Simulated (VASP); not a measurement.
Crystal: ZrGa3As4.

```xyz
8
Lattice="5.2275 0.0000 0.0000 0.0000 5.2275 0.0000 0.0000 0.0000 5.2275" Properties=species:S:1:pos:R:3 pbc="T T T"
Zr    2.6138    2.6138    2.6138
Ga    2.6138    0.0000    0.0000
Ga    0.0000    2.6138    0.0000
Ga    0.0000    0.0000    2.6138
As    0.0000    2.6138    2.6138
As    2.6138    0.0000    2.6138
As    2.6138    2.6138    0.0000
As    0.0000    0.0000    0.0000
```

| Quantity | Value |
| --- | --- |
| Program | VASP 6.6.1 |
| Task | relaxation of cell and atoms |
| Functional | PBE |
| Potentials or basis | VASP PAW PBE potentials, release 64 (Zr_sv, Ga_d, As) |
| Cutoff | 600 eV |
| k mesh | 4 × 4 × 4 |
| Occupations | gaussian, width 0.1 eV |
| Spin | no spin polarisation |

At the start: pressure 14.7 GPa; volume 17.86 Å³/atom.

**Question.** How do energy, volume and symmetry change on relaxing?

**Answer.** Over 3 steps the energy falls by 107.4 meV/atom and the volume is 20.51 Å³/atom (+14.9 %); space group Pm-3m (No. 221, to 0.1 Å) before and after.

The path:
```
step  energy change (eV)  largest force (eV/Å)  pressure (GPa)  volume (Å³)
   1              0.0000                0.0000           14.68       142.85
   2             -0.5605                0.0000           -5.74       179.41
   3             -0.8592                0.0000           -0.03       164.10
```

Final structure:
```xyz
8
Lattice="5.4749 0.0000 0.0000 0.0000 5.4749 0.0000 0.0000 0.0000 5.4749" Properties=species:S:1:pos:R:3 pbc="T T T"
Zr    2.7374    2.7374    2.7374
Ga    2.7374    0.0000    0.0000
Ga    0.0000    2.7374    0.0000
Ga    0.0000    0.0000    2.7374
As    0.0000    2.7374    2.7374
As    2.7374    0.0000    2.7374
As    2.7374    2.7374    0.0000
As    0.0000    0.0000    0.0000
```

Caveat: an odd number of electrons without spin polarisation forces a metal; a magnetic or distorted state may lie lower.
